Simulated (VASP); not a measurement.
# Na (Pm-3m) in VASP: notebook

The runs below take Na through relaxation of cell and atoms, with PBEsol.

Everything below comes from runs of VASP 6.6.1. Logs are shortened: lines on timing, memory, paths and dates and some standing lists are left out, and cuts for length are marked.

### Step 1. The cell of the first run

The structure is cubic, space group Pm-3m (No. 221). Conventional cell: a = 3.510 Å, b = 3.510 Å, c = 3.510 Å, α = 90.00°, β = 90.00°, γ = 90.00°. Within 4.6 Å of Na (site symmetry m-3m) lie 6 Na at 3.51 Å.

This isn't the form of Na at room conditions, which is bcc.

### Step 2. Relaxation of cell and atoms, PBEsol

Input file INCAR:

```
PREC = Accurate
ENCUT = 600
EDIFF = 1E-6
ISMEAR = 0
SIGMA = 0.05
LREAL = F
LASPH = T
NELM = 60
ALGO = Normal
ISIF = 3
LWAVE = F
LCHARG = F
GGA = PS
IBRION = 2
NSW = 80
EDIFFG = -0.02
```

Input file KPOINTS:

```
regular mesh
0
Gamma
  12 12 12
```

Input file POSCAR:

```
Na
1.0
    3.5100000000      0.0000000000      0.0000000000
    0.0000000000      3.5100000000      0.0000000000
    0.0000000000      0.0000000000      3.5100000000
Na
1
Direct
    0.0000000000      0.0000000000      0.0000000000
```

Potentials or basis: VASP PAW PBE potentials, release 64 (Na_pv).

The run is started by

```bash
> cat potpaw_PBE.64/Na_pv/POTCAR > POTCAR
> mpirun -np 1 vasp_std > vasp.out
```

OUTCAR:

```text
PREC = Accurate
   ENCUT = 600
   EDIFF = 1E-6
   ISMEAR = 0
   LREAL = F
   LASPH = T
   NELM = 60
   ISIF = 3
   GGA = PS
   IBRION = 2
   NSW = 80
   EDIFFG = -0.02

 ion  position               nearest neighbor table
   1  0.000  0.000  0.000-

  LATTYP: Found a simple cubic cell.
 ALAT       =     3.5100000000

  Lattice vectors:

 A1 = (   3.5100000000,   0.0000000000,   0.0000000000)
 A2 = (   0.0000000000,   3.5100000000,   0.0000000000)
 A3 = (   0.0000000000,   0.0000000000,   3.5100000000)

Analysis of symmetry for initial positions (statically):
=====================================================================
 Subroutine PRICEL returns:
 Original cell was already a primitive cell.

 Routine SETGRP: Setting up the symmetry group for a
 simple cubic supercell.

 Subroutine GETGRP returns: Found 48 space group operations
 (whereof 48 operations were pure point group operations)
 out of a pool of 48 trial point group operations.

The static configuration has the point symmetry O_h .

Analysis of symmetry for dynamics (positions and initial velocities):
=====================================================================
 Subroutine PRICEL returns:
 Original cell was already a primitive cell.

 Routine SETGRP: Setting up the symmetry group for a
 simple cubic supercell.

 Subroutine GETGRP returns: Found 48 space group operations
 (whereof 48 operations were pure point group operations)
 out of a pool of 48 trial point group operations.

The dynamic configuration has the point symmetry O_h .

 Subroutine INISYM returns: Found 48 space group operations
 (whereof 48 operations are pure point group operations),
 and found     1 'primitive' translations

----------------------------------------------------------------------------------------

                                     Primitive cell

  volume of cell :      43.2436

  direct lattice vectors                    reciprocal lattice vectors
     3.510000000  0.000000000  0.000000000     0.284900285  0.000000000  0.000000000
     0.000000000  3.510000000  0.000000000     0.000000000  0.284900285  0.000000000
     0.000000000  0.000000000  3.510000000     0.000000000  0.000000000  0.284900285

  length of vectors
     3.510000000  3.510000000  3.510000000     0.284900285  0.284900285  0.284900285

  position of ions in fractional coordinates (direct lattice)
     0.000000000  0.000000000  0.000000000

  ion indices of the primitive-cell ions
   primitive index   ion index
                 1           1

----------------------------------------------------------------------------------------

 KPOINTS: regular mesh

Automatic generation of k-mesh.
 Grid dimensions read from file:
 generate k-points for:   12   12   12

 Generating k-lattice:

  Cartesian coordinates                     Fractional coordinates (reciprocal lattice)
     0.023741690  0.000000000  0.000000000     0.083333333  0.000000000  0.000000000
     0.000000000  0.023741690  0.000000000     0.000000000  0.083333333  0.000000000
     0.000000000  0.000000000  0.023741690     0.000000000  0.000000000  0.083333333

  Length of vectors
     0.023741690  0.023741690  0.023741690

  Shift w.r.t. Gamma in fractional coordinates (k-lattice)
     0.000000000  0.000000000  0.000000000

 Subroutine IBZKPT returns following result:
 ===========================================

 Found     84 irreducible k-points:

 Following reciprocal coordinates:
            Coordinates               Weight
  0.000000  0.000000  0.000000      1.000000
  0.083333  0.000000  0.000000      6.000000
  0.166667  0.000000  0.000000      6.000000
  0.250000  0.000000  0.000000      6.000000
  0.333333  0.000000  0.000000      6.000000
  0.416667  0.000000  0.000000      6.000000
[... 16 lines left out ...]
  0.333333  0.333333  0.000000     12.000000
  0.416667  0.333333  0.000000     24.000000
 [... further k-points ...]
   k-points           NKPTS =     84   k-points in BZ     NKDIM =     84   number of bands    NBANDS=      7
   number of dos      NEDOS =    301   number of ions     NIONS =      1
   total plane-waves  NPLWV =  21952
   dimension x,y,z NGX =    28 NGY =   28 NGZ =   28
   dimension x,y,z NGXF=    56 NGYF=   56 NGZF=   56
   ions per type =               1
   NGX,Y,Z   is equivalent  to a cutoff of  13.26, 13.26, 13.26 a.u.
   NGXF,Y,Z  is equivalent  to a cutoff of  26.52, 26.52, 26.52 a.u.
 SYSTEM =  unknown system
   PREC   = accura    normal or accurate (medium, high low for compatibility)
   ISTART =      0    job   : 0-new  1-cont  2-samecut
   ICHARG =      2    charge: 1-file 2-atom 10-const
   ISPIN  =      1    spin polarized calculation?
   LNONCOLLINEAR =      F non collinear calculations
   LSORBIT =      F    spin-orbit coupling
   LASPH  =      T    aspherical Exc in radial PAW
   ENCUT  =  600.0 eV  44.10 Ry    6.64 a.u.   7.01  7.01  7.01*2*pi/ulx,y,z
   NELM   =     60;   NELMIN=  2; NELMDL= -5     # of ELM steps
   EDIFF  = 0.1E-05   stopping-criterion for ELM
   LREAL  =      F    real-space projection
   EDIFFG = -.2E-01   stopping-criterion for IOM
   NSW    =     80    number of steps for IOM
   IBRION =      2    ionic relax: 0-MD 1-quasi-New 2-CG
   NFREE  =      1    steps in history (QN), initial steepest desc. (CG)
   ISIF   =      3    stress and relaxation
   ISYM   =      2    0-nonsym 1-usesym 2-fastsym
   POTIM  = 0.5000    time-step for ionic-motion
   TEBEG  =    0.0;   TEEND  =   0.0 temperature during run
   PSTRESS=    0.0 pullay stress
   NELECT =       7.0000    total number of electrons
   NUPDOWN=      -1.0000    fix difference up-down
   EMIN   =  10.00;   EMAX   =-10.00  energy-range for DOS
   EFERMI =   0.00;   METHOD = LEGACY
   ISMEAR =     0;   SIGMA  =   0.05  broadening in eV -4-tet -1-fermi 0-gaus
   EFERMI_NEDOS =   21; number of points for ismear=-14 and -15
   IALGO  =     38    algorithm
   IMIX   =      4    mixing-type and parameters
     AMIX     =   0.40;   BMIX     =  1.00
     AMIX_MAG =   1.60;   BMIX_MAG =  1.00
  volume/ion in A,a.u.               =      43.24       291.82
  Fermi-wavevector in a.u.,A,eV,Ry     =   0.892210  1.686032 10.830763  0.796039
  Thomas-Fermi vector in A             =   2.014130
   LORBIT       =      0    0 simple, 1 ext, 2 COOP (PROOUT), +10 PAW based schemes
   GGA     = PS    functional components
   LHFCALC =     F    Hartree Fock is set to
   AEXX    =    0.0000 exact exchange contribution
   IVDW    =     0    specifies the selected vdW correction
   LEPSILON=     F    determine dielectric tensor
   LRPA    =     F    only Hartree local field effects (RPA)
 conjugate gradient relaxation of ions
 non-spin polarized calculation
 Gauss-broadening in eV      SIGMA  =   0.05
  energy-cutoff  :      600.00
  volume of cell :       43.24
 maximum number of plane-waves:      1472
   NGX = 15   NGY = 15   NGZ = 15

--------------------------------------- Ionic step        1  -------------------------------------------

 number of electron       6.9999981 magnetization

 Free energy of the ion-electron system (eV)
  ---------------------------------------------------
  ext. energy  EPLUGINS =         0.00000000
  ---------------------------------------------------
  free energy    TOTEN  =        -1.26976446 eV

  energy without entropy =       -1.26890071  energy(sigma->0) =       -1.26933258

------------------------ aborting loop because EDIFF is reached ----------------------------------------

  FORCE on cell =-STRESS in cart. coord.  units (eV):
  Direction    XX          YY          ZZ          XY          YZ          ZX
  --------------------------------------------------------------------------------------
  -------------------------------------------------------------------------------------
  Total       -0.1521484     -0.1521484     -0.1521484      0.0000000     -0.0000000     -0.0000000
  in kB       -5.6371112     -5.6371112     -5.6371112      0.0000000     -0.0000000     -0.0000000
  external PRESSURE =      -5.6371112 kB  Pullay stress =       0.0000000 kB
[... 20 lines left out ...]
  energy  without entropy=       -1.2689007107  energy(sigma->0) =       -1.26933258

--------------------------------------- Ionic step        2  -------------------------------------------

 number of electron       6.9999990 magnetization

 E-fermi :  -0.0321     XC(G=0):  -6.1574

 val. band max:       -0.1041896660   @ k =   0.3333   0.2500   0.2500
 cond. band min:      -0.0202266605   @ k =   0.4167   0.2500   0.0833
 fundamental gap:      0.0839630055
 Fermi energy:        -0.0320621561

 k-point     1 :       0.0000    0.0000    0.0000
  band No.  band energies     occupation
      1     -25.0751      2.00000
      2     -25.0751      2.00000
      3     -25.0751      2.00000
      4      -3.0491      2.00000
      5       7.9115      0.00000
      6       7.9115      0.00000
      7       9.0532      0.00000
[... 297 lines left out ...]
  energy  without entropy=       -1.2772508000  energy(sigma->0) =       -1.27768221

--------------------------------------- Ionic step        4  -------------------------------------------

 number of electron       7.0000007 magnetization

 Free energy of the ion-electron system (eV)
  ---------------------------------------------------
  ext. energy  EPLUGINS =         0.00000000
  ---------------------------------------------------
  free energy    TOTEN  =        -1.27838191 eV

  energy without entropy =       -1.27751893  energy(sigma->0) =       -1.27795042

 E-fermi :   0.2102     XC(G=0):  -6.3898

 val. band max:        0.1361198494   @ k =   0.3333   0.2500   0.2500
 cond. band min:       0.2238618225   @ k =   0.4167   0.2500   0.0833
 fundamental gap:      0.0877419731
 Fermi energy:         0.2101852812

 k-point     1 :       0.0000    0.0000    0.0000
  band No.  band energies     occupation
      1     -24.7784      2.00000
      2     -24.7784      2.00000
      3     -24.7784      2.00000
      4      -2.9918      2.00000
      5       8.5340      0.00000
      6       8.5340      0.00000
      7       9.8810      0.00000
[... 258 lines left out ...]
  FREE ENERGIE OF THE ION-ELECTRON SYSTEM (eV)
  ---------------------------------------------------
  free  energy   TOTEN  =        -1.2783819078 eV

  energy  without entropy=       -1.2775189337  energy(sigma->0) =       -1.27795042

 reached required accuracy - stopping structural energy minimisation
```

Run time: 18 s. Hardware: 1 thread of Intel Xeon 6975P-C (Granite Rapids), shared host; peak memory 0.16 GiB.

Results:

- Free energy: -1.2784 eV
- Relaxed volume: 38.60 Å³/atom
- Relaxed cell: a = 3.380 Å, b = 3.380 Å, c = 3.380 Å, α = 90.00°, β = 90.00°, γ = 90.00°
- Space group after relaxing (to 0.1 Å): Pm-3m (No. 221)
- Energy gained by relaxing: 8.6 meV/atom
- Ionic steps: 4
- Pressure after relaxing: 0.0 GPa
- Band gap on the k mesh: zero (an odd number of electrons rules out a gap without spin polarisation)

Step by step:
```csv
step,energy change (eV),largest force (eV/Å),pressure (GPa),volume (Å³)
1,0.0000,0.0000,-0.56,43.24
2,-0.0031,0.0000,-0.49,42.30
3,-0.0083,0.0000,-0.14,39.55
4,-0.0086,0.0000,0.01,38.60
```

Final structure:
```cif
data_structure
_symmetry_space_group_name_H-M 'P 1'
_symmetry_Int_Tables_number 1
_cell_length_a 3.3796
_cell_length_b 3.3796
_cell_length_c 3.3796
_cell_angle_alpha 90.000
_cell_angle_beta 90.000
_cell_angle_gamma 90.000
_cell_volume 38.60
loop_
_atom_site_label
_atom_site_type_symbol
_atom_site_fract_x
_atom_site_fract_y
_atom_site_fract_z
_atom_site_occupancy
Na1 Na 0.00000 0.00000 0.00000 1
```

Levels at points of the mesh, in eV from the Fermi level:
```csv
k point,band 1,band 2,band 3,band 4,band 5,band 6
"(0.00, 0.00, 0.00)",-24.99,-24.99,-24.99,-3.20,8.32,8.32
"(0.50, 0.00, 0.00)",-25.04,-24.98,-24.98,0.02,0.21,10.65
"(0.50, 0.50, 0.00)",-25.03,-25.03,-24.98,3.01,3.01,3.19
"(0.50, 0.50, 0.50)",-25.03,-25.03,-25.03,5.90,5.90,5.90
```

Caveat: the PAW data sets were made with another functional, which shifts forces and pressure a little.

### Step 3. Relaxation of cell and atoms, PBEsol, target pressure 20 GPa, at which the enthalpy is minimised

Input file INCAR:

```
SYSTEM = Na
  PREC = Accurate
  ENCUT = 600
  EDIFF = 1E-7
  ISMEAR = 0
  SIGMA = 0.05
  LREAL = .False.
  LASPH = .True.
  NELM = 100
  ALGO = Normal
  ISIF = 3
  LWAVE = .False.
  LCHARG = .False.
  GGA = PS
  IBRION = 2
  NSW = 80
  EDIFFG = -0.02
  PSTRESS = 200.0
```

Input file KPOINTS:

```
Automatic mesh
0
Gamma
  12 12 12
  0 0 0
```

POSCAR is that of step 2.

Potentials or basis: VASP PAW PBE potentials, release 64 (Na_pv).

The run is started by

```bash
> cat potpaw_PBE.64/Na_pv/POTCAR > POTCAR
> mpirun -np 1 vasp_std > vasp.out
```

Wall time 59 s (1 thread of Intel Xeon 6975P-C (Granite Rapids), shared host); peak memory 0.17 GiB.

It converged, with:

```
Free energy                                                : -0.5797 eV
Relaxed volume                                             : 18.14 Å³/atom
Relaxed cell                                               : a = 2.627 Å, b = 2.627 Å, c = 2.627 Å, α = 90.00°, β = 90.00°, γ = 90.00°
Space group after relaxing (to 0.1 Å)                      : Pm-3m (No. 221)
Energy change on relaxing (the run minimises the enthalpy) : +690.0 meV/atom
Ionic steps                                                : 17
Pressure after relaxing                                    : 20.0 GPa
Band gap on the k mesh                                     : zero (an odd number of electrons rules out a gap without spin polarisation)
```

Step by step:
```
step  energy change (eV)  largest force (eV/Å)  pressure (GPa)  volume (Å³)
   1              0.0000                0.0000           -0.57        43.24
   2              0.8513                0.0000           24.74        16.98
   3              0.7008                0.0000           20.33        18.05
   4              0.6556                0.0000           19.04        18.42
   5              0.6563                0.0000           19.05        18.41
   6              0.6583                0.0000           19.13        18.40
   7              0.6584                0.0000           19.14        18.40
   8              0.6584                0.0000           19.10        18.40
   9              0.6586                0.0000           19.13        18.39
  10              0.6589                0.0000           19.15        18.39
  11              0.6595                0.0000           19.14        18.39
  12              0.6606                0.0000           19.18        18.38
  13              0.6630                0.0000           19.25        18.36
  14              0.6677                0.0000           19.39        18.32
  15              0.6773                0.0000           19.64        18.24
  16              0.6968                0.0000           20.19        18.08
  17              0.6900                0.0000           19.97        18.14
```

Final structure:
```
Na
1.0
     2.62737    0.00000    0.00000
     0.00000    2.62737    0.00000
     0.00000    0.00000    2.62737
Na
1
Direct
  0.00000 0.00000 0.00000
```

Levels at points of the mesh, in eV from the Fermi level:
```csv
k point,band 1,band 2,band 3,band 4,band 5,band 6,band 7
"(0.00, 0.00, 0.00)",-25.05,-25.05,-25.05,-5.09,11.99,11.99,16.14
"(0.50, 0.00, 0.00)",-25.54,-25.01,-25.01,-0.23,1.12,15.81,18.09
"(0.50, 0.50, 0.00)",-25.45,-25.45,-24.97,3.45,5.23,5.23,8.31
"(0.50, 0.50, 0.50)",-25.37,-25.37,-25.37,7.96,7.96,7.96,9.96
```

Caveat: the cell is relaxed towards a set pressure, so the run minimises the enthalpy, not the energy; the volume moved by over 15 % at a fixed basis, so the end points are rough; the PAW data sets were made with another functional, which shifts forces and pressure a little.

The gap in the log of VASP goes by the Fermi energy; the results here count the filled bands.